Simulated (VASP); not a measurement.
# ZrNiF6 (Fm-3m) in VASP: notebook, part 2 of 2

VASP 6.6.1. The steps go on from the part before.

### 3 Single point, LDA, collinear spin, ferromagnetic start

File INCAR:

```
ALGO     = Normal         # electronic algorithm
EDIFF    = 1E-6           # SCF threshold, eV
ENCUT    = 600            # plane-wave cutoff, eV
GGA      = CA             # functional
GGA_COMPAT= F            
ISIF     = 2              # what is computed and relaxed
ISMEAR   = 1              # smearing method
ISPIN    = 2              # spin polarisation
LASPH    = T              # aspherical terms in the spheres
LCHARG   = F              # write CHGCAR
LMAXMIX  = 4              # l up to which the mixer works
LORBIT   = 11             # projections on sites
LREAL    = F              # projectors in reciprocal space
LWAVE    = F              # write WAVECAR
MAGMOM   = 0 2 0 0 0 0 0 0 # initial moments
NBANDS   = 46             # bands
NELM     = 200            # most SCF steps
PREC     = Accurate       # precision mode
SIGMA    = 0.05           # smearing width, eV
```

File KPOINTS:

```
k-points
0
Gamma
  5 5 5
```

File POSCAR:

```
ZrNiF6
1.0
    0.0000000000      3.9956000000      3.9956000000
    3.9956000000      0.0000000000      3.9956000000
    3.9956000000      3.9956000000      0.0000000000
Zr Ni F
1 1 6
Direct
    0.0000000000      0.0000000000      0.0000000000
    0.5000000000      0.5000000000      0.5000000000
    0.7482000000      0.2518000000      0.2518000000
    0.2518000000      0.7482000000      0.7482000000
    0.2518000000      0.7482000000      0.2518000000
    0.7482000000      0.2518000000      0.7482000000
    0.2518000000      0.2518000000      0.7482000000
    0.7482000000      0.7482000000      0.2518000000
```

Potentials or basis: VASP PAW LDA potentials, release 64 (Zr_sv, Ni, F).

Launch:

```console
cat potpaw_LDA.64/Zr_sv/POTCAR potpaw_LDA.64/Ni/POTCAR potpaw_LDA.64/F/POTCAR > POTCAR
mpirun -np 1 vasp_std > vasp.out
```

OUTCAR:

```text
EDIFF = 1E-6
   ENCUT = 600
   GGA = CA
   ISIF = 2
   ISMEAR = 1
   ISPIN = 2
   LASPH = T
   LORBIT = 11
   LREAL = F
   NELM = 200
   PREC = Accurate

 ion  position               nearest neighbor table
   1  0.000  0.000  0.000-   3 2.01   4 2.01   5 2.01   6 2.01   7 2.01   8 2.01
   2  0.500  0.500  0.500-   3 1.98   4 1.98   5 1.98   6 1.98   7 1.98   8 1.98
   3  0.748  0.252  0.252-   2 1.98   1 2.01
   4  0.252  0.748  0.748-   2 1.98   1 2.01
   5  0.252  0.748  0.252-   2 1.98   1 2.01
   6  0.748  0.252  0.748-   2 1.98   1 2.01
   7  0.252  0.252  0.748-   2 1.98   1 2.01
   8  0.748  0.748  0.252-   2 1.98   1 2.01

  LATTYP: Found a face centered cubic cell.
 ALAT       =     7.9912000000

  Lattice vectors:

 A1 = (   0.0000000000,   3.9956000000,   3.9956000000)
 A2 = (   3.9956000000,   0.0000000000,   3.9956000000)
 A3 = (   3.9956000000,   3.9956000000,   0.0000000000)

Analysis of symmetry for initial positions (statically):
=====================================================================
 Subroutine PRICEL returns:
 Original cell was already a primitive cell.

 Routine SETGRP: Setting up the symmetry group for a
 face centered cubic supercell.

 Subroutine GETGRP returns: Found 48 space group operations
 (whereof 48 operations were pure point group operations)
 out of a pool of 48 trial point group operations.

The static configuration has the point symmetry O_h .

Analysis of symmetry for dynamics (positions and initial velocities):
=====================================================================
 Subroutine PRICEL returns:
 Original cell was already a primitive cell.

 Routine SETGRP: Setting up the symmetry group for a
 face centered cubic supercell.

 Subroutine GETGRP returns: Found 48 space group operations
 (whereof 48 operations were pure point group operations)
 out of a pool of 48 trial point group operations.

The dynamic configuration has the point symmetry O_h .

Analysis of structural, dynamic, and magnetic symmetry:
=====================================================================
 Subroutine PRICEL returns:
 Original cell was already a primitive cell.

 Routine SETGRP: Setting up the symmetry group for a
 face centered cubic supercell.

 Subroutine GETGRP returns: Found 48 space group operations
 (whereof 48 operations were pure point group operations)
 out of a pool of 48 trial point group operations.

The overall configuration has the point symmetry O_h .

 Subroutine INISYM returns: Found 48 space group operations
 (whereof 48 operations are pure point group operations),
 and found     1 'primitive' translations

----------------------------------------------------------------------------------------

                                     Primitive cell

  volume of cell :     127.5781

  direct lattice vectors                    reciprocal lattice vectors
     0.000000000  3.995600000  3.995600000    -0.125137651  0.125137651  0.125137651
     3.995600000  0.000000000  3.995600000     0.125137651 -0.125137651  0.125137651
     3.995600000  3.995600000  0.000000000     0.125137651  0.125137651 -0.125137651

  length of vectors
     5.650631710  5.650631710  5.650631710     0.216744770  0.216744770  0.216744770

  position of ions in fractional coordinates (direct lattice)
[... 90 lines left out ...]
   EFERMI =   0.00;   METHOD = LEGACY
   ISMEAR =     1;   SIGMA  =   0.05  broadening in eV -4-tet -1-fermi 0-gaus
   EFERMI_NEDOS =   21; number of points for ismear=-14 and -15
   IALGO  =     38    algorithm
   IMIX   =      4    mixing-type and parameters
     AMIX     =   0.40;   BMIX     =  1.00
     AMIX_MAG =   1.60;   BMIX_MAG =  1.00
  volume/ion in A,a.u.               =      15.95       107.62
  Fermi-wavevector in a.u.,A,eV,Ry     =   1.300797  2.458150 23.022044  1.692073
  Thomas-Fermi vector in A             =   2.431972
   LORBIT       =     11    0 simple, 1 ext, 2 COOP (PROOUT), +10 PAW based schemes
   GGA     = CA    functional components
   LHFCALC =     F    Hartree Fock is set to
   AEXX    =    0.0000 exact exchange contribution
   IVDW    =     0    specifies the selected vdW correction
   LEPSILON=     F    determine dielectric tensor
   LRPA    =     F    only Hartree local field effects (RPA)
 spin polarized calculation
 Methfessel and Paxton  Order N= 1 SIGMA  =   0.05
  energy-cutoff  :      600.00
  volume of cell :      127.58
 maximum number of plane-waves:      4285
 NGX is ok and might be reduce to    48
   NGX = 23   NGY = 23   NGZ = 23

 number of electron      64.0000005 magnetization       1.9999999

 Free energy of the ion-electron system (eV)
  ---------------------------------------------------
  ext. energy  EPLUGINS =         0.00000000
  ---------------------------------------------------
  free energy    TOTEN  =       -52.97569953 eV

  energy without entropy =      -52.97790620  energy(sigma->0) =      -52.97643509

 E-fermi :  -0.0938     XC(G=0):  -9.0075

 val. band max:       -0.1247769936   @ k =  -0.4000   0.4000   0.0000
 cond. band min:       0.8909169823   @ k =   0.0000   0.0000   0.0000
 fundamental gap:      1.0156939759
 Fermi energy:        -0.0938225428

 spin component 1

 k-point     1 :       0.0000    0.0000    0.0000
  band No.  band energies     occupation
      1     -48.7576      1.00000
      2     -27.5107      1.00000
      3     -27.5107      1.00000
      4     -27.5107      1.00000
      5     -22.8317      1.00000
      6     -22.5006      1.00000
[... 459 lines left out ...]
     43      11.0419      0.00000
     44      11.3442      0.00000
 Fermi energy:        -0.0938225428

 spin component 2

 k-point     1 :       0.0000    0.0000    0.0000
  band No.  band energies     occupation
      1     -48.7376      1.00000
      2     -27.4828      1.00000
      3     -27.4828      1.00000
      4     -27.4828      1.00000
      5     -22.7513      1.00000
      6     -22.4169      1.00000
[... 459 lines left out ...]
     43      11.1958      0.00000
     44      11.3709      0.00000
 [bands above 44 left out]

------------------------ aborting loop because EDIFF is reached ----------------------------------------

  FORCE on cell =-STRESS in cart. coord.  units (eV):
  Direction    XX          YY          ZZ          XY          YZ          ZX
  --------------------------------------------------------------------------------------
  -------------------------------------------------------------------------------------
  Total       -3.7791596     -3.7791596     -3.7791596      0.0000000      0.0000000     -0.0000000
  in kB      -47.4602259    -47.4602259    -47.4602259      0.0000000      0.0000000     -0.0000000
  external PRESSURE =     -47.4602259 kB  Pullay stress =       0.0000000 kB

 VOLUME and BASIS-vectors are now :
 -----------------------------------------------------------------------------
  energy-cutoff  :      600.00
  volume of cell :      127.58
      direct lattice vectors                 reciprocal lattice vectors
     0.000000000  3.995600000  3.995600000    -0.125137651  0.125137651  0.125137651
     3.995600000  0.000000000  3.995600000     0.125137651 -0.125137651  0.125137651
     3.995600000  3.995600000  0.000000000     0.125137651  0.125137651 -0.125137651

 POSITION                                       TOTAL-FORCE (eV/Angst)
 -----------------------------------------------------------------------------------
      0.00000      0.00000      0.00000         0.000000      0.000000     -0.000000
      3.99560      3.99560      3.99560        -0.000000     -0.000000     -0.000000
      2.01218      3.99560      3.99560         0.043285      0.000000      0.000000
      5.97902      3.99560      3.99560        -0.043285      0.000000      0.000000
      3.99560      2.01218      3.99560         0.000000      0.043285      0.000000
      3.99560      5.97902      3.99560         0.000000     -0.043285      0.000000
      3.99560      3.99560      2.01218         0.000000      0.000000      0.043285
      3.99560      3.99560      5.97902         0.000000      0.000000     -0.043285
 -----------------------------------------------------------------------------------
    total drift:                                0.000000      0.000000      0.000000

  FREE ENERGIE OF THE ION-ELECTRON SYSTEM (eV)
  ---------------------------------------------------
  free  energy   TOTEN  =       -52.9756995345 eV

  energy  without entropy=      -52.9779061959  energy(sigma->0) =      -52.97643509

 total charge

# of ion       s       p       d       tot
------------------------------------------
    1        2.177   6.077   1.334   9.588
    2        0.289   0.393   8.161   8.842
    3        1.723   4.354   0.000   6.077
    4        1.723   4.354   0.000   6.077
    5        1.723   4.354   0.000   6.077
    6        1.723   4.354   0.000   6.077
    7        1.723   4.354   0.000   6.077
    8        1.723   4.354   0.000   6.077
--------------------------------------------------
tot         12.806  32.593   9.495  54.893

 magnetization (x)

# of ion       s       p       d       tot
------------------------------------------
    1        0.006   0.006   0.022   0.034
    2        0.002   0.003   1.684   1.689
    3        0.004   0.039   0.000   0.043
    4        0.004   0.039   0.000   0.043
    5        0.004   0.039   0.000   0.043
    6        0.004   0.039   0.000   0.043
    7        0.004   0.039   0.000   0.043
    8        0.004   0.039   0.000   0.043
--------------------------------------------------
tot          0.031   0.242   1.706   1.979
```

It took 2.5 min on 1 thread of Oxide Virtual Turin-like, shared host; peak memory 0.31 GiB.

What came out:

```
Free energy                                           : -52.9757 eV
Pressure                                              : -4.7 GPa
Largest force                                         : 0.043 eV/Å
Band gap on the k mesh                                : 1.02 eV (least direct gap 1.02 eV)
Net moment                                            : 2.00 μB per cell
Site moments                                          : Zr +0.03; Ni +1.69; F +0.04 μB
Valence electrons inside the program's atomic spheres : Zr 9.59; Ni 8.84; F 6.08
```

Forces in eV/Å, atoms in the order of the input:
```
Zr   0.000  0.000  0.000
Ni   0.000  0.000  0.000
F    0.043  0.000  0.000
F   -0.043  0.000  0.000
F    0.000  0.043  0.000
F    0.000 -0.043  0.000
F    0.000  0.000  0.043
F    0.000  0.000 -0.043
```

Caveat: the cell stands under tension; an odd mesh through Γ misses points on the zone boundary, where band edges can lie; a cell with one magnetic atom can't hold antiferromagnetic order, which such compounds often take.
